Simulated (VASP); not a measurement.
Wanted: the native input for a VASP 6.6.1 run.

* Task: single point
* Functional: r2SCAN
* Potentials or basis: VASP PAW PBE potentials, release 64 (Cd, S)
* Cutoff: 520 eV
* k mesh: 6 × 6 × 4
* Occupations: gaussian, width 0.01 eV
* Spin: no spin polarisation
* Dipole correction: no
* Further INCAR settings: ALGO = Normal; EDIFF = 1e-06; NBANDS = 26

The system is CdS.

```xyz
4
Lattice="4.1646 0.0000 0.0000 -2.0823 3.6066 0.0000 0.0000 0.0000 6.7662" Properties=species:S:1:pos:R:3 pbc="T T T"
Cd    2.0823    1.2022    3.3834
Cd    0.0000    2.4044    0.0003
S     2.0823    1.2022    5.9337
S     0.0000    2.4044    2.5505
```

The input as run:

POSCAR

```
CdS
1.0
    4.1645591079      0.0000000000      0.0000000000
   -2.0822795540      3.6066139830      0.0000000000
    0.0000000000      0.0000000000      6.7662377157
Cd S
2 2
Direct
    0.6666666667      0.3333333333      0.5000478123
    0.3333333333      0.6666666667      0.0000478123
    0.6666666667      0.3333333333      0.8769521877
    0.3333333333      0.6666666667      0.3769521877
```

INCAR.step1

```
  PREC = Accurate
  ENCUT = 520
  ISMEAR = 0
  SIGMA = 0.01
  LREAL = False
  LASPH = True
  NELM = 60
  NBANDS = 26
  GGA = PE
  ALGO = Normal
  EDIFF = 1E-4
  LWAVE = True
  LCHARG = False
```

INCAR.step2

```
  PREC = Accurate
  ENCUT = 520
  EDIFF = 1E-6
  ISMEAR = 0
  SIGMA = 0.01
  LREAL = False
  LASPH = True
  NELM = 60
  ALGO = Normal
  ISIF = 2
  LWAVE = False
  LCHARG = True
  METAGGA = R2SCAN
  LMIXTAU = True
  LELF = True
  LVHAR = True
  NBANDS = 26
  ISTART = 1
```

KPOINTS

```
regular mesh
0
Gamma
  6 6 4
```

Potentials or basis: VASP PAW PBE potentials, release 64 (Cd, S).

Launch:

```bash
$ cat potpaw_PBE.64/Cd/POTCAR potpaw_PBE.64/S/POTCAR > POTCAR
$ cp INCAR.step1 INCAR
$ mpirun -np 1 vasp_std > vasp.out
$ cp INCAR.step2 INCAR
$ mpirun -np 1 vasp_std > vasp.out
```

Results of the run:

- Pressure: 0.3 GPa
- Band gap on the k mesh: 1.63 eV

Caveat: the PAW data sets were made with another functional, which shifts forces and pressure a little.

Wall time 4.2 min on 1 thread of AMD EPYC 7R13, with other jobs on the host, peak memory 0.22 GiB.
